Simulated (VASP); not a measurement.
# AlN (P6_3mc) in VASP: a series of runs

Runs on AlN. Level: PBEsol. Tasks: single point.

Program: VASP 6.6.1. These are calculated values, not measurements. Logs are shortened: lines on timing, memory, paths and dates and some standing lists are left out, and cuts for length are marked.

### 1 The cell of the first run

The structure is hexagonal, space group P6_3mc (No. 186). The conventional cell has a = 3.158 Å, b = 3.158 Å, c = 4.829 Å, α = 90.00°, β = 90.00°, γ = 120.00°. Al (site symmetry 3m) has 4 N at 1.86 to 1.91 Å within 2.5 Å. Within 2.5 Å of N (site symmetry 3m) lie 4 Al at 1.86 to 1.91 Å.

### 2 Single point, PBEsol (strain +0.015 along x and y, -0.030 along z)

Input file INCAR:

```
SYSTEM = AlN
ALGO = Normal
EDIFF = 1E-7
ENCUT = 520
GGA = PS
ISIF = 2
ISMEAR = 0
LASPH = .TRUE.
LCHARG = .TRUE.
LELF = .TRUE.
LREAL = .FALSE.
LVHAR = .TRUE.
LWAVE = .FALSE.
NBANDS = 16
NELM = 80
PREC = Accurate
SIGMA = 0.05
```

Input file KPOINTS:

```
k-points
0
G
  9 9 6
  0 0 0
```

Input file POSCAR:

```
AlN
1.0
    3.1576671839      0.0000000000      0.0000000000
   -1.5788335919      2.7346199979      0.0000000000
    0.0000000000      0.0000000000      4.8286600000
Al N
2 2
Direct
    0.3333333333      0.6666666667      0.0000000000
    0.6666666667      0.3333333333      0.5000000000
    0.3333333333      0.6666666667      0.3850000000
    0.6666666667      0.3333333333      0.8850000000
```

Potentials or basis: VASP PAW PBE potentials, release 64 (Al, N).

The run is started by

```bash
$ cat potpaw_PBE.64/Al/POTCAR potpaw_PBE.64/N/POTCAR > POTCAR
$ mpirun -np 1 vasp_std > vasp.out
```

OUTCAR:

```text
SYSTEM = AlN
   EDIFF = 1E-7
   ENCUT = 520
   GGA = PS
   ISIF = 2
   ISMEAR = 0
   LASPH = .TRUE.
   LREAL = .FALSE.
   NELM = 80
   PREC = Accurate

 ion  position               nearest neighbor table
   1  0.333  0.667  0.000-   3 1.86   4 1.91   4 1.91   4 1.91   2 3.03   2 3.03   2 3.03   2 3.03
                             2 3.03   2 3.03
   2  0.667  0.333  0.500-   4 1.86   3 1.91   3 1.91   3 1.91   1 3.03   1 3.03   1 3.03   1 3.03
                             1 3.03   1 3.03
   3  0.333  0.667  0.385-   1 1.86   2 1.91   2 1.91   2 1.91
   4  0.667  0.333  0.885-   2 1.86   1 1.91   1 1.91   1 1.91

  LATTYP: Found a hexagonal cell.
 ALAT       =     3.1576671839
 C/A-ratio  =     1.5291858574

  Lattice vectors:

 A1 = (   3.1576671839,   0.0000000000,   0.0000000000)
 A2 = (  -1.5788335919,   2.7346199979,   0.0000000000)
 A3 = (   0.0000000000,   0.0000000000,   4.8286600000)

Analysis of symmetry for initial positions (statically):
=====================================================================
 Subroutine PRICEL returns:
 Original cell was already a primitive cell.

 Routine SETGRP: Setting up the symmetry group for a
 hexagonal supercell.

 Subroutine GETGRP returns: Found 12 space group operations
 (whereof  6 operations were pure point group operations)
 out of a pool of 24 trial point group operations.

The static configuration has the point symmetry C_3v.
 The point group associated with its full space group is C_6v.

Analysis of symmetry for dynamics (positions and initial velocities):
=====================================================================
 Subroutine PRICEL returns:
 Original cell was already a primitive cell.

 Routine SETGRP: Setting up the symmetry group for a
 hexagonal supercell.

 Subroutine GETGRP returns: Found 12 space group operations
 (whereof  6 operations were pure point group operations)
 out of a pool of 24 trial point group operations.

The dynamic configuration has the point symmetry C_3v.
 The point group associated with its full space group is C_6v.

 Subroutine INISYM returns: Found 12 space group operations
 (whereof  6 operations are pure point group operations),
 and found     1 'primitive' translations

----------------------------------------------------------------------------------------

                                     Primitive cell

  volume of cell :      41.6956

  direct lattice vectors                    reciprocal lattice vectors
     3.157667184  0.000000000  0.000000000     0.316689487  0.182840760  0.000000000
    -1.578833592  2.734619998  0.000000000     0.000000000  0.365681521  0.000000000
     0.000000000  0.000000000  4.828660000     0.000000000  0.000000000  0.207096793

  length of vectors
     3.157667184  3.157667184  4.828660000     0.365681521  0.365681521  0.207096793

  position of ions in fractional coordinates (direct lattice)
     0.333333333  0.666666667  0.000000000
     0.666666667  0.333333333  0.500000000
     0.333333333  0.666666667  0.385000000
     0.666666667  0.333333333  0.885000000

  ion indices of the primitive-cell ions
   primitive index   ion index
                 1           1
                 2           2
                 3           3
                 4           4

----------------------------------------------------------------------------------------

 KPOINTS: k-points

Automatic generation of k-mesh.
 Grid dimensions read from file:
 generate k-points for:    9    9    6

 Generating k-lattice:

  Cartesian coordinates                     Fractional coordinates (reciprocal lattice)
     0.035187721  0.020315640  0.000000000     0.111111111 -0.000000000  0.000000000
     0.000000000  0.040631280  0.000000000     0.000000000  0.111111111  0.000000000
     0.000000000  0.000000000  0.034516132     0.000000000  0.000000000  0.166666667

  Length of vectors
     0.040631280  0.040631280  0.034516132

  Shift w.r.t. Gamma in fractional coordinates (k-lattice)
     0.000000000  0.000000000  0.000000000

 Subroutine IBZKPT returns following result:
 ===========================================

 Found     48 irreducible k-points:

 Following reciprocal coordinates:
            Coordinates               Weight
  0.000000  0.000000  0.000000      1.000000
  0.111111  0.000000  0.000000      6.000000
  0.222222  0.000000  0.000000      6.000000
  0.333333  0.000000  0.000000      6.000000
  0.444444  0.000000  0.000000      6.000000
  0.111111  0.111111  0.000000      6.000000
[... 16 lines left out ...]
  0.333333  0.222222  0.166667     24.000000
  0.333333  0.333333  0.166667      4.000000
 [... further k-points ...]
   k-points           NKPTS =     48   k-points in BZ     NKDIM =     48   number of bands    NBANDS=     16
   number of dos      NEDOS =    301   number of ions     NIONS =      4
   total plane-waves  NPLWV =  20736
   dimension x,y,z NGX =    24 NGY =   24 NGZ =   36
   dimension x,y,z NGXF=    48 NGYF=   48 NGZF=   72
   ions per type =               2   2
   NGX,Y,Z   is equivalent  to a cutoff of  12.64, 12.64, 12.39 a.u.
   NGXF,Y,Z  is equivalent  to a cutoff of  25.27, 25.27, 24.79 a.u.
 SYSTEM =  AlN
   PREC   = accura    normal or accurate (medium, high low for compatibility)
   ISTART =      0    job   : 0-new  1-cont  2-samecut
   ICHARG =      2    charge: 1-file 2-atom 10-const
   ISPIN  =      1    spin polarized calculation?
   LNONCOLLINEAR =      F non collinear calculations
   LSORBIT =      F    spin-orbit coupling
   LASPH  =      T    aspherical Exc in radial PAW
   ENCUT  =  520.0 eV  38.22 Ry    6.18 a.u.   5.87  5.87  8.98*2*pi/ulx,y,z
   NELM   =     80;   NELMIN=  2; NELMDL= -5     # of ELM steps
   EDIFF  = 0.1E-06   stopping-criterion for ELM
   LREAL  =      F    real-space projection
   EDIFFG = 0.1E-05   stopping-criterion for IOM
   NSW    =      0    number of steps for IOM
   IBRION =     -1    ionic relax: 0-MD 1-quasi-New 2-CG
   NFREE  =      0    steps in history (QN), initial steepest desc. (CG)
   ISIF   =      2    stress and relaxation
   ISYM   =      2    0-nonsym 1-usesym 2-fastsym
   POTIM  = 0.5000    time-step for ionic-motion
   TEBEG  =    0.0;   TEEND  =   0.0 temperature during run
   PSTRESS=    0.0 pullay stress
   NELECT =      16.0000    total number of electrons
   NUPDOWN=      -1.0000    fix difference up-down
   EMIN   =  10.00;   EMAX   =-10.00  energy-range for DOS
   EFERMI =   0.00;   METHOD = LEGACY
   ISMEAR =     0;   SIGMA  =   0.05  broadening in eV -4-tet -1-fermi 0-gaus
   EFERMI_NEDOS =   21; number of points for ismear=-14 and -15
   IALGO  =     38    algorithm
   IMIX   =      4    mixing-type and parameters
     AMIX     =   0.40;   BMIX     =  1.00
     AMIX_MAG =   1.60;   BMIX_MAG =  1.00
  volume/ion in A,a.u.               =      10.42        70.34
  Fermi-wavevector in a.u.,A,eV,Ry     =   1.189647  2.248107 19.255786  1.415260
  Thomas-Fermi vector in A             =   2.325750
   LORBIT       =      0    0 simple, 1 ext, 2 COOP (PROOUT), +10 PAW based schemes
   GGA     = PS    functional components
   LHFCALC =     F    Hartree Fock is set to
   AEXX    =    0.0000 exact exchange contribution
   IVDW    =     0    specifies the selected vdW correction
   LEPSILON=     F    determine dielectric tensor
   LRPA    =     F    only Hartree local field effects (RPA)
 non-spin polarized calculation
 Gauss-broadening in eV      SIGMA  =   0.05
  energy-cutoff  :      520.00
  volume of cell :       41.70
 maximum number of plane-waves:      1134
 NGX is ok and might be reduce to    24
   NGX = 11   NGY = 11   NGZ = 17

 number of electron      16.0000001 magnetization

 Free energy of the ion-electron system (eV)
  ---------------------------------------------------
  ext. energy  EPLUGINS =         0.00000000
  ---------------------------------------------------
  free energy    TOTEN  =       -31.25472685 eV

  energy without entropy =      -31.25472685  energy(sigma->0) =      -31.25472685

 E-fermi :   6.5202     XC(G=0): -11.1130

 val. band max:        6.2671692232   @ k =   0.0000   0.0000   0.0000
 cond. band min:      10.2367608305   @ k =   0.0000   0.0000   0.0000
 fundamental gap:      3.9695916073
 Fermi energy:         6.5202060583

 k-point     1 :       0.0000    0.0000    0.0000
  band No.  band energies     occupation
      1      -9.1020      2.00000
      2      -6.7109      2.00000
      3       0.1646      2.00000
      4       5.0116      2.00000
      5       5.0116      2.00000
      6       5.8043      2.00000
[... 8 lines left out ...]
     15      18.9177      0.00000
     16      20.1603      0.00000

 k-point     2 :       0.1111    0.0000    0.0000
  band No.  band energies     occupation
      1      -8.9493      2.00000
      2      -6.6361      2.00000
      3       0.3443      2.00000
      4       4.3278      2.00000
      5       4.8107      2.00000
      6       5.1429      2.00000
[... 8 lines left out ...]
     15      18.8865      0.00000
     16      18.9592      0.00000

 k-point     3 :       0.2222    0.0000    0.0000
  band No.  band energies     occupation
      1      -8.5149      2.00000
      2      -6.4560      2.00000
      3       0.8663      2.00000
      4       2.8781      2.00000
      5       3.9411      2.00000
      6       4.4002      2.00000
[... 8 lines left out ...]
     15      18.3617      0.00000
     16      18.5113      0.00000

 k-point     4 :       0.3333    0.0000    0.0000
  band No.  band energies     occupation
      1      -7.8854      2.00000
      2      -6.3075      2.00000
      3       1.5121      2.00000
      4       1.6651      2.00000
      5       2.8278      2.00000
      6       4.0214      2.00000
[... 8 lines left out ...]
     15      18.3930      0.00000
     16      20.0352      0.00000
[... 324 lines left out ...]
 k-point    22 :       0.2222    0.2222    0.1667
  band No.  band energies     occupation
      1      -7.4724      2.00000
      2      -6.3616      2.00000
      3       1.3963      2.00000
      4       1.6589      2.00000
      5       3.0700      2.00000
      6       3.3080      2.00000
[... 8 lines left out ...]
     15      18.3486      0.00000
     16      20.8212      0.00000

 k-point    23 :       0.3333    0.2222    0.1667
  band No.  band energies     occupation
      1      -6.9496      2.00000
      2      -6.4021      2.00000
      3       1.0031      2.00000
      4       1.7222      2.00000
      5       2.4681      2.00000
      6       3.6475      2.00000
[... 8 lines left out ...]
     15      18.6309      0.00000
     16      20.7351      0.00000

 k-point    24 :       0.3333    0.3333    0.1667
  band No.  band energies     occupation
      1      -6.5895      2.00000
      2      -6.5895      2.00000
      3       1.2496      2.00000
      4       1.8414      2.00000
      5       1.8414      2.00000
      6       3.5105      2.00000
[... 8 lines left out ...]
     15      18.8738      0.00000
     16      20.8239      0.00000

 [... further k-points ...]

------------------------ aborting loop because EDIFF is reached ----------------------------------------

  FORCE on cell =-STRESS in cart. coord.  units (eV):
  Direction    XX          YY          ZZ          XY          YZ          ZX
  --------------------------------------------------------------------------------------
  -------------------------------------------------------------------------------------
  Total       -1.2627155     -1.2627155      2.9099644     -0.0000000      0.0000000      0.0000000
  in kB      -48.5205962    -48.5205962    111.8171163     -0.0000000      0.0000000      0.0000000
  external PRESSURE =       4.9253080 kB  Pullay stress =       0.0000000 kB

 VOLUME and BASIS-vectors are now :
 -----------------------------------------------------------------------------
  energy-cutoff  :      520.00
  volume of cell :       41.70
      direct lattice vectors                 reciprocal lattice vectors
     3.157667184  0.000000000  0.000000000     0.316689487  0.182840760  0.000000000
    -1.578833592  2.734619998  0.000000000     0.000000000  0.365681521  0.000000000
     0.000000000  0.000000000  4.828660000     0.000000000  0.000000000  0.207096793

 POSITION                                       TOTAL-FORCE (eV/Angst)
 -----------------------------------------------------------------------------------
     -0.00000      1.82308      0.00000        -0.000000     -0.000000     -0.444399
      1.57883      0.91154      2.41433         0.000000      0.000000     -0.444399
     -0.00000      1.82308      1.85903        -0.000000      0.000000      0.444399
      1.57883      0.91154      4.27336         0.000000      0.000000      0.444399
 -----------------------------------------------------------------------------------
    total drift:                               -0.000000      0.000000      0.000909

  FREE ENERGIE OF THE ION-ELECTRON SYSTEM (eV)
  ---------------------------------------------------
  free  energy   TOTEN  =       -31.2547268502 eV

  energy  without entropy=      -31.2547268502  energy(sigma->0) =      -31.25472685
```

It used 34 s of CPU time on 1 thread of AMD EPYC 7R13 Processor (Zen 3) (shared host).

What came out:

```
Free energy            : -31.2547 eV
Pressure               : 0.5 GPa
Largest force          : 0.444 eV/Å
Band gap on the k mesh : 3.97 eV, direct
```

Forces on the atoms (eV/Å):
```
Al   0.000  0.000 -0.444
Al   0.000  0.000 -0.444
N    0.000  0.000  0.444
N    0.000  0.000  0.444
```

Caveat: the cell differs from its parent crystal (strain +0.015 along x and y, -0.030 along z); the PAW data sets were made with another functional, which shifts forces and pressure a little. A k mesh can miss the band edges.

### 3 Single point, PBEsol (strain +0.000 along x and y, +0.030 along z)

Input file INCAR:

```
SYSTEM = AlN
PREC = Accurate ; ENCUT = 520
EDIFF = 1E-6 ; ISMEAR = 0
SIGMA = 0.05 ; LREAL = .FALSE.
LASPH = .TRUE. ; NELM = 80
ALGO = Normal ; ISIF = 2
LWAVE = .FALSE. ; LCHARG = .FALSE.
GGA = PS ; NBANDS = 16
```

Input file KPOINTS:

```
Automatic mesh
0
G
  9 9 6
  0 0 0
```

Input file POSCAR:

```
AlN
1.0
    3.1110021516      0.0000000000      0.0000000000
   -1.5555010758      2.6942068945      0.0000000000
    0.0000000000      0.0000000000      5.1273400000
Al N
2 2
Direct
    0.3333333333      0.6666666667      0.0000000000
    0.6666666667      0.3333333333      0.5000000000
    0.3333333333      0.6666666667      0.3850000000
    0.6666666667      0.3333333333      0.8850000000
```

Potentials or basis: VASP PAW PBE potentials, release 64 (Al, N).

The run is started by

```bash
$ cat potpaw_PBE.64/Al/POTCAR potpaw_PBE.64/N/POTCAR > POTCAR
$ mpirun -np 1 vasp_std > vasp.out
```

Wall time 42 s (1 thread of AMD EPYC 7R13 (Zen 3), shared host); peak memory 0.13 GiB.

The run converged. Its results:

- Free energy: -31.2574 eV
- Pressure: -4.6 GPa
- Largest force: 0.423 eV/Å
- Band gap on the k mesh: 3.89 eV, direct

Forces in eV/Å, atoms in the order of the input:
```
Al   0.000  0.000  0.423
Al   0.000  0.000  0.423
N    0.000  0.000 -0.423
N    0.000  0.000 -0.423
```

Stress tensor (GPa, compression positive):
```
 -0.70   0.00   0.00
  0.00  -0.70   0.00
  0.00   0.00 -12.31
```

Levels at points of the mesh, in eV from the valence-band top:
```csv
k point,band 5,band 6,band 7,band 8,band 9,band 10,band 11,band 12
"(0.00, 0.00, 0.00)",-0.73,-0.16,-0.16,0.00,3.89,6.65,10.21,11.14
"(0.00, 0.00, 0.50)",-0.45,-0.45,-0.45,-0.45,6.31,6.31,9.92,9.92
```

Caveat: the cell differs from its parent crystal (strain +0.000 along x and y, +0.030 along z); the PAW data sets were made with another functional, which shifts forces and pressure a little.

### 4 Single point, PBEsol (strain +0.030 along x and y, -0.030 along z)

Input file INCAR:

```
ALGO = Normal
EDIFF = 1E-6
ENCUT = 520
GGA = PS
ISIF = 2
ISMEAR = 0
LASPH = T
LCHARG = F
LREAL = F
LWAVE = F
NBANDS = 16
NELM = 100
PREC = Accurate
SIGMA = 0.05
```

Input file KPOINTS:

```
k-points
0
Gamma
  9 9 6
```

Input file POSCAR:

```
AlN
1.0
    3.2043322161      0.0000000000      0.0000000000
   -1.6021661081      2.7750331013      0.0000000000
    0.0000000000      0.0000000000      4.8286600000
Al N
2 2
Direct
    0.3333333333      0.6666666667      0.0000000000
    0.6666666667      0.3333333333      0.5000000000
    0.3333333333      0.6666666667      0.3850000000
    0.6666666667      0.3333333333      0.8850000000
```

Potentials or basis: VASP PAW PBE potentials, release 64 (Al, N).

The run is started by

```bash
$ cat potpaw_PBE.64/Al/POTCAR potpaw_PBE.64/N/POTCAR > POTCAR
$ mpirun -np 1 vasp_std > vasp.out
```

OUTCAR:

```text
EDIFF = 1E-6
   ENCUT = 520
   GGA = PS
   ISIF = 2
   ISMEAR = 0
   LASPH = T
   LREAL = F
   NELM = 100
   PREC = Accurate

 ion  position               nearest neighbor table
   1  0.333  0.667  0.000-   3 1.86   4 1.93   4 1.93   4 1.93   2 3.04   2 3.04   2 3.04   2 3.04
                             2 3.04   2 3.04
   2  0.667  0.333  0.500-   4 1.86   3 1.93   3 1.93   3 1.93   1 3.04   1 3.04   1 3.04   1 3.04
                             1 3.04   1 3.04
[... 661 lines left out ...]
  FORCE on cell =-STRESS in cart. coord.  units (eV):
  Direction    XX          YY          ZZ          XY          YZ          ZX
  --------------------------------------------------------------------------------------
  -------------------------------------------------------------------------------------
  Total       -3.1984858     -3.1984858      2.3518374      0.0000000      0.0000000      0.0000000
  in kB     -119.3500685   -119.3500685     87.7577617      0.0000000      0.0000000      0.0000000
  external PRESSURE =     -50.3141251 kB  Pullay stress =       0.0000000 kB

 VOLUME and BASIS-vectors are now :
 -----------------------------------------------------------------------------
  energy-cutoff  :      520.00
  volume of cell :       42.94
      direct lattice vectors                 reciprocal lattice vectors
     3.204332216  0.000000000  0.000000000     0.312077504  0.180178031  0.000000000
    -1.602166108  2.775033101  0.000000000     0.000000000  0.360356062  0.000000000
     0.000000000  0.000000000  4.828660000     0.000000000  0.000000000  0.207096793

 POSITION                                       TOTAL-FORCE (eV/Angst)
 -----------------------------------------------------------------------------------
     -0.00000      1.85002      0.00000         0.000000      0.000000     -0.581496
      1.60217      0.92501      2.41433        -0.000000     -0.000000     -0.581496
     -0.00000      1.85002      1.85903         0.000000     -0.000000      0.581496
      1.60217      0.92501      4.27336        -0.000000      0.000000      0.581496
 -----------------------------------------------------------------------------------
    total drift:                                0.000000      0.000000     -0.000173

  FREE ENERGIE OF THE ION-ELECTRON SYSTEM (eV)
  ---------------------------------------------------
  free  energy   TOTEN  =       -31.1897065683 eV

  energy  without entropy=      -31.1897065683  energy(sigma->0) =      -31.18970657
```

stdout:

```text
POSCAR found type information on POSCAR AlN
 POSCAR found :  2 types and       4 ions
 scaLAPACK will be used
 -----------------------------------------------------------------------------
|                                                                             |
|                                                                             |
|     You enforced a specific xc type in the INCAR file but a different       |
|     I HOPE YOU KNOW WHAT YOU ARE DOING!                                     |
|                                                                             |
 -----------------------------------------------------------------------------

 LDA part: xc-table for (Slater+PW92), standard interpolation
 POSCAR, INCAR and KPOINTS ok, starting setup
 FFT: planning ... GRIDC
 FFT: planning ... GRID_SOFT
 FFT: planning ... GRID
 WAVECAR not read
 entering main loop
```

Wall time 36 s (1 thread of AMD EPYC 7R13 (Zen 3), shared host); peak memory 0.13 GiB.

Results:

| Item | Value |
| --- | --- |
| Free energy | -31.1897 eV |
| Pressure | -5.0 GPa |
| Largest force | 0.581 eV/Å |
| Band gap on the k mesh | 3.68 eV, direct |

Forces on the atoms (eV/Å):
```
Al   0.000  0.000 -0.581
Al   0.000  0.000 -0.581
N    0.000  0.000  0.581
N    0.000  0.000  0.581
```

Caveat: the cell differs from its parent crystal (strain +0.030 along x and y, -0.030 along z); the PAW data sets were made with another functional, which shifts forces and pressure a little. A k mesh can miss the band edges.

(Continued in part 2 of 2.)
